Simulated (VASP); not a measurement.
# SnO (Romarchite) (P4/nmm) in VASP: further runs

Runs on SnO (Romarchite). Level: PBE. Tasks: single point.

Program: VASP 6.6.1. These are calculated values, not measurements. Logs are shortened: lines on timing, memory, paths and dates and some standing lists are left out, and cuts for length are marked.

## 1. The cell of the first run

It takes space group P4/nmm (No. 129, tetragonal). Conventional cell: a = 3.793 Å, b = 3.793 Å, c = 4.758 Å, α = 90.00°, β = 90.00°, γ = 90.00°. Sn (site symmetry 4mm) has 4 O at 2.22 Å within 2.9 Å. O (site symmetry -4m2) has 4 Sn at 2.22 Å and 4 O at 2.68 Å within 2.9 Å.

## 2. Single point, PBE

The input, INCAR:

```
SYSTEM = SnO
PREC = Accurate
ENCUT = 520
EDIFF = 1E-6
ISMEAR = -1
SIGMA = 0.02
LREAL = .False.
LASPH = .True.
NELM = 80
ALGO = Normal
ISIF = 2
LWAVE = .False.
LCHARG = .False.
GGA = PE
NBANDS = 28
```

The input, KPOINTS:

```
regular mesh
0
Gamma
  6 6 6
  0 0 0
```

The input, POSCAR:

```
SnO
1.0
    3.7926488416      0.0000000000      0.0000000000
    0.0000000000      3.7926488416      0.0000000000
    0.0000000000      0.0000000000      4.7582137882
Sn O
2 2
Direct
    0.5000000000      0.0000000000      0.2410340873
    0.0000000000      0.5000000000      0.7589659127
    0.0000000000      0.0000000000      0.0000000000
    0.5000000000      0.5000000000      0.0000000000
```

Potentials or basis: VASP PAW PBE potentials, release 64 (Sn_d, O).

The run is started by

```
cat potpaw_PBE.64/Sn_d/POTCAR potpaw_PBE.64/O/POTCAR > POTCAR
mpirun -np 1 vasp_std > vasp.out
```

OUTCAR:

```text
SYSTEM = SnO
   PREC = Accurate
   ENCUT = 520
   EDIFF = 1E-6
   ISMEAR = -1
   LREAL = .False.
   LASPH = .True.
   NELM = 80
   ISIF = 2
   GGA = PE

 ion  position               nearest neighbor table
   1  0.500  0.000  0.241-   3 2.22   4 2.22   4 2.22   3 2.22   2 3.53   2 3.53   2 3.53   2 3.53
                             2 3.64   2 3.64   2 3.64   2 3.64
   2  0.000  0.500  0.759-   3 2.22   4 2.22   3 2.22   4 2.22   1 3.53   1 3.53   1 3.53   1 3.53
                             1 3.64   1 3.64   1 3.64   1 3.64
   3  0.000  0.000  0.000-   1 2.22   2 2.22   2 2.22   1 2.22
   4  0.500  0.500  0.000-   1 2.22   2 2.22   1 2.22   2 2.22

  LATTYP: Found a simple tetragonal cell.
 ALAT       =     3.7926488416
 C/A-ratio  =     1.2545885440

  Lattice vectors:

 A1 = (   3.7926488416,   0.0000000000,   0.0000000000)
 A2 = (   0.0000000000,   3.7926488416,   0.0000000000)
 A3 = (   0.0000000000,   0.0000000000,   4.7582137882)

Analysis of symmetry for initial positions (statically):
=====================================================================
 Subroutine PRICEL returns:
 Original cell was already a primitive cell.

 Routine SETGRP: Setting up the symmetry group for a
 simple tetragonal supercell.

 Subroutine GETGRP returns: Found 16 space group operations
 (whereof  8 operations were pure point group operations)
 out of a pool of 16 trial point group operations.

The static configuration has the point symmetry D_2d.
 The point group associated with its full space group is D_4h.

Analysis of symmetry for dynamics (positions and initial velocities):
=====================================================================
 Subroutine PRICEL returns:
 Original cell was already a primitive cell.

 Routine SETGRP: Setting up the symmetry group for a
 simple tetragonal supercell.

 Subroutine GETGRP returns: Found 16 space group operations
 (whereof  8 operations were pure point group operations)
 out of a pool of 16 trial point group operations.

The dynamic configuration has the point symmetry D_2d.
 The point group associated with its full space group is D_4h.

 Subroutine INISYM returns: Found 16 space group operations
 (whereof  8 operations are pure point group operations),
 and found     1 'primitive' translations

----------------------------------------------------------------------------------------

                                     Primitive cell

  volume of cell :      68.4430

  direct lattice vectors                    reciprocal lattice vectors
     3.792648842  0.000000000  0.000000000     0.263667964  0.000000000  0.000000000
     0.000000000  3.792648842  0.000000000     0.000000000  0.263667964  0.000000000
     0.000000000  0.000000000  4.758213788     0.000000000  0.000000000  0.210162898

  length of vectors
     3.792648842  3.792648842  4.758213788     0.263667964  0.263667964  0.210162898

  position of ions in fractional coordinates (direct lattice)
     0.500000000  0.000000000  0.241034087
     0.000000000  0.500000000  0.758965913
     0.000000000  0.000000000  0.000000000
     0.500000000  0.500000000  0.000000000

  ion indices of the primitive-cell ions
   primitive index   ion index
                 1           1
                 2           2
                 3           3
                 4           4

----------------------------------------------------------------------------------------

 KPOINTS: regular mesh

Automatic generation of k-mesh.
 Grid dimensions read from file:
 generate k-points for:    6    6    6

 Generating k-lattice:

  Cartesian coordinates                     Fractional coordinates (reciprocal lattice)
     0.043944661  0.000000000  0.000000000     0.166666667  0.000000000  0.000000000
     0.000000000  0.043944661  0.000000000     0.000000000  0.166666667  0.000000000
     0.000000000  0.000000000  0.035027150     0.000000000  0.000000000  0.166666667

  Length of vectors
     0.043944661  0.043944661  0.035027150

  Shift w.r.t. Gamma in fractional coordinates (k-lattice)
     0.000000000  0.000000000  0.000000000

 Subroutine IBZKPT returns following result:
 ===========================================

 Found     40 irreducible k-points:

 Following reciprocal coordinates:
            Coordinates               Weight
  0.000000  0.000000  0.000000      1.000000
  0.166667  0.000000  0.000000      4.000000
  0.333333  0.000000  0.000000      4.000000
  0.500000  0.000000  0.000000      2.000000
  0.166667  0.166667  0.000000      4.000000
  0.333333  0.166667  0.000000      8.000000
[... 16 lines left out ...]
  0.333333  0.000000  0.333333      8.000000
  0.500000  0.000000  0.333333      4.000000
 [... further k-points ...]
   k-points           NKPTS =     40   k-points in BZ     NKDIM =     40   number of bands    NBANDS=     28
   number of dos      NEDOS =    301   number of ions     NIONS =      4
   total plane-waves  NPLWV =  28224
   dimension x,y,z NGX =    28 NGY =   28 NGZ =   36
   dimension x,y,z NGXF=    56 NGYF=   56 NGZF=   72
   ions per type =               2   2
   NGX,Y,Z   is equivalent  to a cutoff of  12.27, 12.27, 12.58 a.u.
   NGXF,Y,Z  is equivalent  to a cutoff of  24.55, 24.55, 25.16 a.u.
 SYSTEM =  SnO
   PREC   = accura    normal or accurate (medium, high low for compatibility)
   ISTART =      0    job   : 0-new  1-cont  2-samecut
   ICHARG =      2    charge: 1-file 2-atom 10-const
   ISPIN  =      1    spin polarized calculation?
   LNONCOLLINEAR =      F non collinear calculations
   LSORBIT =      F    spin-orbit coupling
   LASPH  =      T    aspherical Exc in radial PAW
   ENCUT  =  520.0 eV  38.22 Ry    6.18 a.u.   7.05  7.05  8.85*2*pi/ulx,y,z
   NELM   =     80;   NELMIN=  2; NELMDL= -5     # of ELM steps
   EDIFF  = 0.1E-05   stopping-criterion for ELM
   LREAL  =      F    real-space projection
   EDIFFG = 0.1E-04   stopping-criterion for IOM
   NSW    =      0    number of steps for IOM
   IBRION =     -1    ionic relax: 0-MD 1-quasi-New 2-CG
   NFREE  =      0    steps in history (QN), initial steepest desc. (CG)
   ISIF   =      2    stress and relaxation
   ISYM   =      2    0-nonsym 1-usesym 2-fastsym
   POTIM  = 0.5000    time-step for ionic-motion
   TEBEG  =    0.0;   TEEND  =   0.0 temperature during run
   PSTRESS=    0.0 pullay stress
   NELECT =      40.0000    total number of electrons
   NUPDOWN=      -1.0000    fix difference up-down
   EMIN   =  10.00;   EMAX   =-10.00  energy-range for DOS
   EFERMI =   0.00;   METHOD = LEGACY
   ISMEAR =    -1;   SIGMA  =   0.02  broadening in eV -4-tet -1-fermi 0-gaus
   EFERMI_NEDOS =   21; number of points for ismear=-14 and -15
   IALGO  =     38    algorithm
   IMIX   =      4    mixing-type and parameters
     AMIX     =   0.40;   BMIX     =  1.00
     AMIX_MAG =   1.60;   BMIX_MAG =  1.00
  volume/ion in A,a.u.               =      17.11       115.47
  Fermi-wavevector in a.u.,A,eV,Ry     =   1.368732  2.586528 25.489526  1.873427
  Thomas-Fermi vector in A             =   2.494670
   LORBIT       =      0    0 simple, 1 ext, 2 COOP (PROOUT), +10 PAW based schemes
   GGA     = PE    functional components
   LHFCALC =     F    Hartree Fock is set to
   AEXX    =    0.0000 exact exchange contribution
   IVDW    =     0    specifies the selected vdW correction
   LEPSILON=     F    determine dielectric tensor
   LRPA    =     F    only Hartree local field effects (RPA)
 non-spin polarized calculation
  energy-cutoff  :      520.00
  volume of cell :       68.44
 maximum number of plane-waves:      1868
   NGX = 15   NGY = 15   NGZ = 17

 number of electron      39.9999997 magnetization

 Free energy of the ion-electron system (eV)
  ---------------------------------------------------
  ext. energy  EPLUGINS =         0.00000000
  ---------------------------------------------------
  free energy    TOTEN  =       -22.63874574 eV

  energy without entropy =      -22.63820321  energy(sigma->0) =      -22.63847447

 E-fermi :   7.4547     XC(G=0): -10.3881

 val. band max:        7.4401696988   @ k =   0.5000   0.5000   0.0000
 cond. band min:       7.5030172624   @ k =   0.0000   0.0000   0.0000
 fundamental gap:      0.0628475637
 Fermi energy:         7.4547409477

 k-point     1 :       0.0000    0.0000    0.0000
  band No.  band energies     occupation
      1     -14.6204      2.00000
      2     -14.1600      2.00000
      3     -14.1600      2.00000
      4     -14.1516      2.00000
      5     -14.1094      2.00000
      6     -14.1051      2.00000
[... 20 lines left out ...]
     27      14.1862      0.00000
     28      14.5585      0.00000

 k-point     2 :       0.1667    0.0000    0.0000
  band No.  band energies     occupation
      1     -14.6050      2.00000
      2     -14.1766      2.00000
      3     -14.1542      2.00000
      4     -14.1523      2.00000
      5     -14.1224      2.00000
      6     -14.1112      2.00000
[... 20 lines left out ...]
     27      14.4524      0.00000
     28      16.4591      0.00000

 k-point     3 :       0.3333    0.0000    0.0000
  band No.  band energies     occupation
      1     -14.5620      2.00000
      2     -14.3492      2.00000
      3     -14.1372      2.00000
      4     -14.1335      2.00000
      5     -14.1143      2.00000
      6     -14.1134      2.00000
[... 20 lines left out ...]
     27      14.9453      0.00000
     28      17.6487      0.00000

 k-point     4 :       0.5000    0.0000    0.0000
  band No.  band energies     occupation
      1     -14.4835      2.00000
      2     -14.4835      2.00000
      3     -14.1184      2.00000
      4     -14.1184      2.00000
      5     -14.1183      2.00000
      6     -14.1183      2.00000
[... 20 lines left out ...]
     27      15.8853      0.00000
     28      15.8853      0.00000

 k-point     5 :       0.1667    0.1667    0.0000
  band No.  band energies     occupation
      1     -14.5939      2.00000
      2     -14.2444      2.00000
      3     -14.1626      2.00000
      4     -14.1358      2.00000
      5     -14.1294      2.00000
      6     -14.1102      2.00000
[... 20 lines left out ...]
     27      15.8367      0.00000
     28      17.0559      0.00000

 k-point     6 :       0.3333    0.1667    0.0000
  band No.  band energies     occupation
      1     -14.5636      2.00000
      2     -14.3912      2.00000
      3     -14.1487      2.00000
      4     -14.1212      2.00000
      5     -14.1129      2.00000
      6     -14.1126      2.00000
[... 463 lines left out ...]
      5     -14.0962      2.00000
      6     -14.0916      2.00000
[... 20 lines left out ...]
     27      15.3267      0.00000
     28      15.3267      0.00000

 k-point    22 :       0.1667    0.0000    0.3333
  band No.  band energies     occupation
      1     -14.5942      2.00000
      2     -14.2062      2.00000
      3     -14.1434      2.00000
      4     -14.1381      2.00000
      5     -14.1243      2.00000
      6     -14.1032      2.00000
[... 20 lines left out ...]
     27      15.4467      0.00000
     28      16.5829      0.00000

 k-point    23 :       0.3333    0.0000    0.3333
  band No.  band energies     occupation
      1     -14.5631      2.00000
      2     -14.3747      2.00000
      3     -14.1528      2.00000
      4     -14.1295      2.00000
      5     -14.1194      2.00000
      6     -14.1159      2.00000
[... 20 lines left out ...]
     27      15.9358      0.00000
     28      17.7528      0.00000

 k-point    24 :       0.5000    0.0000    0.3333
  band No.  band energies     occupation
      1     -14.4983      2.00000
      2     -14.4983      2.00000
      3     -14.1490      2.00000
      4     -14.1490      2.00000
      5     -14.1113      2.00000
      6     -14.1113      2.00000
[... 20 lines left out ...]
     27      16.6630      0.00000
     28      16.6630      0.00000

 [... further k-points ...]
[... 5 lines left out ...]
  --------------------------------------------------------------------------------------
  -------------------------------------------------------------------------------------
  Total        2.5287575      2.5287575      2.1422649      0.0000000      0.0000000      0.0000000
  in kB       59.1954808     59.1954808     50.1481067      0.0000000      0.0000000      0.0000000
  external PRESSURE =      56.1796894 kB  Pullay stress =       0.0000000 kB

 VOLUME and BASIS-vectors are now :
 -----------------------------------------------------------------------------
  energy-cutoff  :      520.00
  volume of cell :       68.44
      direct lattice vectors                 reciprocal lattice vectors
     3.792648842  0.000000000  0.000000000     0.263667964  0.000000000  0.000000000
     0.000000000  3.792648842  0.000000000     0.000000000  0.263667964  0.000000000
     0.000000000  0.000000000  4.758213788     0.000000000  0.000000000  0.210162898

 POSITION                                       TOTAL-FORCE (eV/Angst)
 -----------------------------------------------------------------------------------
      1.89632      0.00000      1.14689         0.000000      0.000000      0.582796
      0.00000      1.89632      3.61132        -0.000000      0.000000     -0.582796
      0.00000      0.00000      0.00000        -0.000000     -0.000000      0.000000
      1.89632      1.89632      0.00000        -0.000000      0.000000      0.000000
 -----------------------------------------------------------------------------------
    total drift:                                0.000000      0.000000      0.000000

  FREE ENERGIE OF THE ION-ELECTRON SYSTEM (eV)
  ---------------------------------------------------
  free  energy   TOTEN  =       -22.6387457392 eV

  energy  without entropy=      -22.6382032054  energy(sigma->0) =      -22.63847447
```

It took 26 s on 1 thread of Intel Xeon 6975P-C (Granite Rapids), shared host; peak memory 0.2 GiB.

Results:

```
Free energy            : -22.6387 eV
Pressure               : 5.6 GPa
Largest force          : 0.583 eV/Å
Band gap on the k mesh : zero (band 20 reaches 7.50 eV, above the bottom of band 21 at 7.44 eV)
```

Forces on the atoms (eV/Å):
```
Sn   0.000  0.000  0.583
Sn   0.000  0.000 -0.583
O    0.000  0.000  0.000
O    0.000  0.000  0.000
```

Caveat: spin-orbit coupling is left out, which moves the levels of the heavy elements.

[end of part 1 of 2]
